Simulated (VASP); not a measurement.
A run of VASP 6.6.1:

File INCAR:

```
ALGO     = Normal         # electronic algorithm
EDIFF    = 1E-6           # SCF threshold, eV
EDIFFG   = -0.01          # ionic threshold
ENCUT    = 600            # plane-wave cutoff, eV
GGA      = PE             # functional
IBRION   = 2              # ionic algorithm
ISIF     = 4              # what is computed and relaxed
ISMEAR   = 0              # smearing method
LASPH    = T              # aspherical terms in the spheres
LCHARG   = F              # write CHGCAR
LREAL    = F              # projectors in reciprocal space
LWAVE    = F              # write WAVECAR
NELM     = 80             # most SCF steps
NSW      = 60             # ionic steps
PREC     = Accurate       # precision mode
SIGMA    = 0.05           # smearing width, eV
```

The input KPOINTS:

```
k-points
0
Gamma
  18 18 10
```

POSCAR

```
Mg
1.0
    3.0168971481      0.0000000000      0.0000000000
   -1.5084485740      2.6127095708      0.0000000000
    0.0000000000      0.0000000000      4.8911642019
Mg
2
Direct
    0.3333333333      0.6666666667      0.2500000000
    0.6666666667      0.3333333333      0.7500000000
```

Potentials or basis: VASP PAW PBE potentials, release 64 (Mg).

Command:

```sh
$ cat potpaw_PBE.64/Mg/POTCAR > POTCAR
$ mpirun -np 1 vasp_std > vasp.out
```

Hardware: 1 thread of Intel Xeon 6975P-C (shared host).

Problem. How long does it take, and how much memory?

Solution. Run time: 69 s on 1 thread of Intel Xeon 6975P-C, with other jobs on the host, peak memory 0.21 GiB. Counts: scf iterations 10, k points 222, ion steps 1.
